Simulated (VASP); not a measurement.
Here is a VASP 6.6.1 calculation.

INCAR

```
PREC = Accurate ; ENCUT = 600
EDIFF = 1E-6 ; ISMEAR = 1
SIGMA = 0.02 ; LREAL = F
LASPH = T ; NELM = 120
ALGO = Normal ; ISIF = 2
LWAVE = F ; LCHARG = F
GGA = PE ; NBANDS = 31
GGA_COMPAT = F
```

Contents of KPOINTS:

```
regular mesh
0
Gamma
  6 6 8
```

The input POSCAR:

```
HfO2
1.0
    4.8803693806      0.0000000000      0.0000000000
    0.0000000000      4.8803693806      0.0000000000
    0.0000000000      0.0000000000      3.2376812158
Hf O
2 4
Direct
    0.0000000000      0.0000000000      0.0000000000
    0.5000000000      0.5000000000      0.5000000000
    0.1948153545      0.8051846455      0.5000000000
    0.3051846455      0.3051846455      0.0000000000
    0.6948153545      0.6948153545      0.0000000000
    0.8051846455      0.1948153545      0.5000000000
```

Potentials or basis: VASP PAW PBE potentials, release 64 (Hf_pv, O).

Launch:

```console
$ cat potpaw_PBE.64/Hf_pv/POTCAR potpaw_PBE.64/O/POTCAR > POTCAR
$ mpirun -np 1 vasp_std > vasp.out
```

Q: Predict the largest force.

A: 0.051 eV/Å.

Q: What does it give for the pressure?

A: -2.9 GPa.

Q: Estimate the band gap on the k mesh.

A: 3.84 eV.

Forces in eV/Å, atoms in the order of the input:
```
Hf   0.000  0.000  0.000
Hf   0.000  0.000  0.000
O   -0.036  0.036  0.000
O    0.036  0.036  0.000
O   -0.036 -0.036  0.000
O    0.036 -0.036  0.000
```

Caveat: spin-orbit coupling is left out, which moves the levels of the heavy elements. A k mesh can miss the band edges.
